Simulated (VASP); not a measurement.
# Al5InAs6 (P3m1) in VASP: further runs

Al5InAs6 is run at these levels: PBE; tasks: single point, relaxation of cell and atoms.

Everything below comes from runs of VASP 6.6.1. Logs are shortened: lines on timing, memory, paths and dates and some standing lists are left out, and cuts for length are marked.

## Step 1: The cell of the first run

The structure is trigonal, space group P3m1 (No. 156). Conventional cell: a = 3.866 Å, b = 3.866 Å, c = 19.069 Å, α = 90.00°, β = 90.00°, γ = 120.00°. Al (site symmetry 3m) has 4 As at 2.37 to 2.38 Å within 3.1 Å. Al (site symmetry 3m) has 4 As at 2.37 to 2.38 Å within 3.1 Å. Al (site symmetry 3m) has 4 As at 2.37 to 2.38 Å within 3.1 Å. Al (site symmetry 3m) has 4 As at 2.37 to 2.38 Å within 3.1 Å. Al (site symmetry 3m) has 4 As at 2.37 to 2.38 Å within 3.1 Å. Within 3.1 Å of In (site symmetry 3m) lie 4 As at 2.37 to 2.38 Å. As (site symmetry 3m) has 4 Al at 2.37 to 2.38 Å within 3.1 Å. Within 3.1 Å of As (site symmetry 3m) lie 3 In at 2.37 Å and 1 Al at 2.38 Å.

## Step 2: Single point, PBE

INCAR

```
PREC = Accurate
ENCUT = 520
EDIFF = 1E-6
ISMEAR = 0
SIGMA = 0.1
LREAL = False
LASPH = True
NELM = 80
ALGO = Normal
ISIF = 2
LWAVE = False
LCHARG = False
GGA = PE
NBANDS = 41
```

KPOINTS

```
Automatic mesh
0
Gamma
  6 6 1
```

POSCAR

```
Al5InAs6
1.0
    3.8660045200      0.0000000000      0.0000000000
   -1.9330022600      3.3480581200      0.0000000000
    0.0000000000      0.0000000000     19.0694056800
Al In As
5 1 6
Direct
    0.6666666700      0.3333333300      0.1668627100
    0.6666666700      0.3333333300      0.5001960400
    0.6666666700      0.3333333300      0.8335293700
    0.3333333300      0.6666666700      0.0001960400
    0.3333333300      0.6666666700      0.3335293700
    0.3333333300      0.6666666700      0.6668627100
    0.6666666700      0.3333333300      0.2916372800
    0.6666666700      0.3333333300      0.6249706100
    0.6666666700      0.3333333300      0.9583039500
    0.3333333300      0.6666666700      0.1249706100
    0.3333333300      0.6666666700      0.4583039500
    0.3333333300      0.6666666700      0.7916372800
```

Potentials or basis: VASP PAW PBE potentials, release 64 (Al, In_d, As).

On the command line:

```
> cat potpaw_PBE.64/Al/POTCAR potpaw_PBE.64/In_d/POTCAR potpaw_PBE.64/As/POTCAR > POTCAR
> mpirun -np 1 vasp_std > vasp.out
```

OUTCAR:

```text
PREC = Accurate
   ENCUT = 520
   EDIFF = 1E-6
   ISMEAR = 0
   LREAL = False
   LASPH = True
   NELM = 80
   ISIF = 2
   GGA = PE

 ion  position               nearest neighbor table
   1  0.667  0.333  0.167-  10 2.37  10 2.37  10 2.37   7 2.38
   2  0.667  0.333  0.500-  11 2.37  11 2.37  11 2.37   8 2.38
   3  0.667  0.333  0.834-  12 2.37  12 2.37  12 2.37   9 2.38
   4  0.333  0.667  0.000-   9 2.37   9 2.37   9 2.37  10 2.38
   5  0.333  0.667  0.334-   7 2.37   7 2.37   7 2.37  11 2.38
   6  0.333  0.667  0.667-   8 2.37   8 2.37   8 2.37  12 2.38
   7  0.667  0.333  0.292-   5 2.37   5 2.37   5 2.37   1 2.38
   8  0.667  0.333  0.625-   6 2.37   6 2.37   6 2.37   2 2.38
   9  0.667  0.333  0.958-   4 2.37   4 2.37   4 2.37   3 2.38
  10  0.333  0.667  0.125-   1 2.37   1 2.37   1 2.37   4 2.38
  11  0.333  0.667  0.458-   2 2.37   2 2.37   2 2.37   5 2.38
  12  0.333  0.667  0.792-   3 2.37   3 2.37   3 2.37   6 2.38

  LATTYP: Found a hexagonal cell.
 ALAT       =     3.8660045200
 C/A-ratio  =     4.9325875284

  Lattice vectors:

 A1 = (   3.8660045200,   0.0000000000,   0.0000000000)
 A2 = (  -1.9330022600,   3.3480581200,   0.0000000000)
 A3 = (   0.0000000000,   0.0000000000,  19.0694056800)

Analysis of symmetry for initial positions (statically):
=====================================================================
 Subroutine PRICEL returns:
 Original cell was already a primitive cell.

 Routine SETGRP: Setting up the symmetry group for a
 hexagonal supercell.

 Subroutine GETGRP returns: Found  6 space group operations
 (whereof  6 operations were pure point group operations)
 out of a pool of 24 trial point group operations.

The static configuration has the point symmetry C_3v.

Analysis of symmetry for dynamics (positions and initial velocities):
=====================================================================
 Subroutine PRICEL returns:
 Original cell was already a primitive cell.

 Routine SETGRP: Setting up the symmetry group for a
 hexagonal supercell.

 Subroutine GETGRP returns: Found  6 space group operations
 (whereof  6 operations were pure point group operations)
 out of a pool of 24 trial point group operations.

The dynamic configuration has the point symmetry C_3v.

 Subroutine INISYM returns: Found  6 space group operations
 (whereof  6 operations are pure point group operations),
 and found     1 'primitive' translations

----------------------------------------------------------------------------------------

                                     Primitive cell

  volume of cell :     246.8269

  direct lattice vectors                    reciprocal lattice vectors
     3.866004520  0.000000000  0.000000000     0.258664985  0.149340299  0.000000000
    -1.933002260  3.348058120  0.000000000     0.000000000  0.298680598  0.000000000
     0.000000000  0.000000000 19.069405680     0.000000000  0.000000000  0.052440019

  length of vectors
     3.866004520  3.866004515 19.069405680     0.298680597  0.298680598  0.052440019

  position of ions in fractional coordinates (direct lattice)
     0.666666670  0.333333330  0.166862710
     0.666666670  0.333333330  0.500196040
     0.666666670  0.333333330  0.833529370
     0.333333330  0.666666670  0.000196040
     0.333333330  0.666666670  0.333529370
     0.333333330  0.666666670  0.666862710
     0.666666670  0.333333330  0.291637280
     0.666666670  0.333333330  0.624970610
     0.666666670  0.333333330  0.958303950
     0.333333330  0.666666670  0.124970610
     0.333333330  0.666666670  0.458303950
     0.333333330  0.666666670  0.791637280

  ion indices of the primitive-cell ions
   primitive index   ion index
                 1           1
                 2           2
                 3           3
                 4           4
                 5           5
                 6           6
                 7           7
                 8           8
                 9           9
                10          10
                11          11
                12          12

----------------------------------------------------------------------------------------

 KPOINTS: Automatic mesh

Automatic generation of k-mesh.
 Grid dimensions read from file:
 generate k-points for:    6    6    1

 Generating k-lattice:

  Cartesian coordinates                     Fractional coordinates (reciprocal lattice)
     0.043110831  0.024890050  0.000000000     0.166666667 -0.000000000  0.000000000
     0.000000000  0.049780100  0.000000000     0.000000000  0.166666667  0.000000000
     0.000000000  0.000000000  0.052440019     0.000000000  0.000000000  1.000000000

  Length of vectors
     0.049780100  0.049780100  0.052440019

  Shift w.r.t. Gamma in fractional coordinates (k-lattice)
     0.000000000  0.000000000  0.000000000

 Subroutine IBZKPT returns following result:
 ===========================================

 Found      7 irreducible k-points:

 Following reciprocal coordinates:
            Coordinates               Weight
  0.000000  0.000000  0.000000      1.000000
  0.166667  0.000000  0.000000      6.000000
  0.333333  0.000000  0.000000      6.000000
  0.500000  0.000000  0.000000      3.000000
  0.166667  0.166667  0.000000      6.000000
  0.333333  0.166667  0.000000     12.000000
  0.333333  0.333333  0.000000      2.000000
   k-points           NKPTS =      7   k-points in BZ     NKDIM =      7   number of bands    NBANDS=     41
   number of dos      NEDOS =    301   number of ions     NIONS =     12
   total plane-waves  NPLWV = 129600
   dimension x,y,z NGX =    30 NGY =   30 NGZ =  144
   dimension x,y,z NGXF=    60 NGYF=   60 NGZF=  288
   ions per type =               5   1   6
   NGX,Y,Z   is equivalent  to a cutoff of  12.90, 12.90, 12.55 a.u.
   NGXF,Y,Z  is equivalent  to a cutoff of  25.80, 25.80, 25.11 a.u.
 SYSTEM =  unknown system
   PREC   = accura    normal or accurate (medium, high low for compatibility)
   ISTART =      0    job   : 0-new  1-cont  2-samecut
   ICHARG =      2    charge: 1-file 2-atom 10-const
   ISPIN  =      1    spin polarized calculation?
   LNONCOLLINEAR =      F non collinear calculations
   LSORBIT =      F    spin-orbit coupling
   LASPH  =      T    aspherical Exc in radial PAW
   ENCUT  =  520.0 eV  38.22 Ry    6.18 a.u.   7.19  7.19 35.46*2*pi/ulx,y,z
   NELM   =     80;   NELMIN=  2; NELMDL= -5     # of ELM steps
   EDIFF  = 0.1E-05   stopping-criterion for ELM
   LREAL  =      F    real-space projection
   EDIFFG = 0.1E-04   stopping-criterion for IOM
   NSW    =      0    number of steps for IOM
   IBRION =     -1    ionic relax: 0-MD 1-quasi-New 2-CG
   NFREE  =      0    steps in history (QN), initial steepest desc. (CG)
   ISIF   =      2    stress and relaxation
   ISYM   =      2    0-nonsym 1-usesym 2-fastsym
   POTIM  = 0.5000    time-step for ionic-motion
   TEBEG  =    0.0;   TEEND  =   0.0 temperature during run
   PSTRESS=    0.0 pullay stress
   NELECT =      58.0000    total number of electrons
   NUPDOWN=      -1.0000    fix difference up-down
   EMIN   =  10.00;   EMAX   =-10.00  energy-range for DOS
   EFERMI =   0.00;   METHOD = LEGACY
   ISMEAR =     0;   SIGMA  =   0.10  broadening in eV -4-tet -1-fermi 0-gaus
   EFERMI_NEDOS =   21; number of points for ismear=-14 and -15
   IALGO  =     38    algorithm
   IMIX   =      4    mixing-type and parameters
     AMIX     =   0.40;   BMIX     =  1.00
     AMIX_MAG =   1.60;   BMIX_MAG =  1.00
  volume/ion in A,a.u.               =      20.57       138.81
  Fermi-wavevector in a.u.,A,eV,Ry     =   1.010229  1.909057 13.885608  1.020563
  Thomas-Fermi vector in A             =   2.143206
   LORBIT       =      0    0 simple, 1 ext, 2 COOP (PROOUT), +10 PAW based schemes
   GGA     = PE    functional components
   LHFCALC =     F    Hartree Fock is set to
   AEXX    =    0.0000 exact exchange contribution
   IVDW    =     0    specifies the selected vdW correction
   LEPSILON=     F    determine dielectric tensor
   LRPA    =     F    only Hartree local field effects (RPA)
 non-spin polarized calculation
 Gauss-broadening in eV      SIGMA  =   0.10
  energy-cutoff  :      520.00
  volume of cell :      246.83
 maximum number of plane-waves:      6669
 NGX is ok and might be reduce to    30
   NGX = 15   NGY = 15   NGZ = 71

 number of electron      58.0000013 magnetization

 Free energy of the ion-electron system (eV)
  ---------------------------------------------------
  ext. energy  EPLUGINS =         0.00000000
  ---------------------------------------------------
  free energy    TOTEN  =       -51.87904671 eV

  energy without entropy =      -51.87904671  energy(sigma->0) =      -51.87904671

 E-fermi :   6.0954     XC(G=0):  -9.5913

 val. band max:        5.6014665128   @ k =   0.0000   0.0000   0.0000
 cond. band min:       6.9786827279   @ k =   0.5000   0.0000   0.0000
 fundamental gap:      1.3772162151
 Fermi energy:         6.0954431218

 k-point     1 :       0.0000    0.0000    0.0000
  band No.  band energies     occupation
      1      -9.5737      2.00000
      2      -9.3390      2.00000
      3      -9.3390      2.00000
      4      -9.0809      2.00000
      5      -9.0809      2.00000
      6      -7.6504      2.00000
[... 33 lines left out ...]
     40       9.7550      0.00000
     41       9.7565      0.00000

 k-point     2 :       0.1667    0.0000    0.0000
  band No.  band energies     occupation
      1      -9.5832      2.00000
      2      -9.3663      2.00000
      3      -9.3076      2.00000
      4      -9.1007      2.00000
      5      -9.0786      2.00000
      6      -7.3036      2.00000
[... 33 lines left out ...]
     40      10.1822      0.00000
     41      10.4662      0.00000

 k-point     3 :       0.3333    0.0000    0.0000
  band No.  band energies     occupation
      1      -9.6446      2.00000
      2      -9.3622      2.00000
      3      -9.2534      2.00000
      4      -9.1349      2.00000
      5      -9.0633      2.00000
      6      -6.4155      2.00000
[... 33 lines left out ...]
     40      10.4353      0.00000
     41      10.5529      0.00000

 k-point     4 :       0.5000    0.0000    0.0000
  band No.  band energies     occupation
      1      -9.6839      2.00000
      2      -9.3474      2.00000
      3      -9.2333      2.00000
      4      -9.1498      2.00000
      5      -9.0476      2.00000
      6      -5.6832      2.00000
[... 33 lines left out ...]
     40       9.3658      0.00000
     41      10.0195      0.00000

 k-point     5 :       0.1667    0.1667    0.0000
  band No.  band energies     occupation
      1      -9.6182      2.00000
      2      -9.3718      2.00000
      3      -9.2693      2.00000
      4      -9.1205      2.00000
      5      -9.0761      2.00000
      6      -6.6828      2.00000
[... 33 lines left out ...]
     40      10.0818      0.00000
     41      10.1885      0.00000

 k-point     6 :       0.3333    0.1667    0.0000
  band No.  band energies     occupation
      1      -9.6639      2.00000
      2      -9.3532      2.00000
      3      -9.2456      2.00000
      4      -9.1343      2.00000
      5      -9.0679      2.00000
      6      -5.7600      2.00000
[... 33 lines left out ...]
     40      10.3965      0.00000
     41      10.4905      0.00000

 k-point     7 :       0.3333    0.3333    0.0000
  band No.  band energies     occupation
      1      -9.6630      2.00000
      2      -9.3490      2.00000
      3      -9.2503      2.00000
      4      -9.1113      2.00000
      5      -9.0947      2.00000
      6      -5.2200      2.00000
[... 33 lines left out ...]
     40      11.7723      0.00000
     41      11.9012      0.00000

------------------------ aborting loop because EDIFF is reached ----------------------------------------

  FORCE on cell =-STRESS in cart. coord.  units (eV):
  Direction    XX          YY          ZZ          XY          YZ          ZX
  --------------------------------------------------------------------------------------
  -------------------------------------------------------------------------------------
  Total       26.2111160     26.2111159     26.1853761      0.0000000      0.0000000     -0.0000000
  in kB      170.1388881    170.1388876    169.9718083      0.0000000      0.0000000     -0.0000000
  external PRESSURE =     170.0831947 kB  Pullay stress =       0.0000000 kB

 VOLUME and BASIS-vectors are now :
 -----------------------------------------------------------------------------
  energy-cutoff  :      520.00
  volume of cell :      246.83
      direct lattice vectors                 reciprocal lattice vectors
     3.866004520  0.000000000  0.000000000     0.258664985  0.149340299  0.000000000
    -1.933002260  3.348058120  0.000000000     0.000000000  0.298680598  0.000000000
     0.000000000  0.000000000 19.069405680     0.000000000  0.000000000  0.052440019

 POSITION                                       TOTAL-FORCE (eV/Angst)
 -----------------------------------------------------------------------------------
      1.93300      1.11602      3.18197         0.000000     -0.000000      0.027045
      1.93300      1.11602      9.53844         0.000000     -0.000000      0.032790
      1.93300      1.11602     15.89491         0.000000     -0.000000      0.163403
     -0.00000      2.23204      0.00374         0.000000     -0.000000      0.022386
     -0.00000      2.23204      6.36021         0.000000     -0.000000      0.025368
     -0.00000      2.23204     12.71668         0.000000      0.000000      0.004947
      1.93300      1.11602      5.56135        -0.000000     -0.000000     -0.026914
      1.93300      1.11602     11.91782        -0.000000     -0.000000     -2.300743
      1.93300      1.11602     18.27429         0.000000     -0.000000     -0.024700
     -0.00000      2.23204      2.38312        -0.000000     -0.000000     -0.020572
     -0.00000      2.23204      8.73958        -0.000000      0.000000     -0.034629
     -0.00000      2.23204     15.09605        -0.000000     -0.000000      2.131620
 -----------------------------------------------------------------------------------
    total drift:                                0.000010     -0.000006     -0.001071

  FREE ENERGIE OF THE ION-ELECTRON SYSTEM (eV)
  ---------------------------------------------------
  free  energy   TOTEN  =       -51.8790467062 eV

  energy  without entropy=      -51.8790467062  energy(sigma->0) =      -51.87904671
```

It took 56 s on 1 thread of Intel Xeon 6975P-C (Granite Rapids), shared host; peak memory 0.38 GiB.

What came out:

```yaml
Free_energy: -51.8790 eV
Pressure: 17.0 GPa
Largest_force: 2.301 eV/Å
Band_gap_on_the_k_mesh: 1.38 eV (least direct gap 1.80 eV)
```

Forces on the atoms (eV/Å):
```
Al   0.000  0.000  0.027
Al   0.000  0.000  0.033
Al   0.000  0.000  0.163
Al   0.000  0.000  0.022
Al   0.000  0.000  0.025
In   0.000  0.000  0.005
As   0.000  0.000 -0.027
As   0.000  0.000 -2.301
As   0.000  0.000 -0.025
As   0.000  0.000 -0.021
As   0.000  0.000 -0.035
As   0.000  0.000  2.132
```

Levels at points of the mesh, in eV from the valence-band top:
```csv
k point,band 26,band 27,band 28,band 29,band 30,band 31,band 32,band 33
"(0.00, 0.00, 0.00)",-0.47,-0.33,0.00,0.00,1.80,2.17,2.18,2.45
"(0.50, 0.00, 0.00)",-1.87,-1.82,-1.76,-1.27,1.38,1.43,1.57,1.69
```

Caveat: the cell stands under pressure; spin-orbit coupling is left out, which moves the levels of the heavy elements; an odd mesh through Γ misses points on the zone boundary, where band edges can lie; forces of over 1 eV/Å act on the atoms, so gaps and moduli don't describe the material at rest.

(Continued in part 2 of 2.)
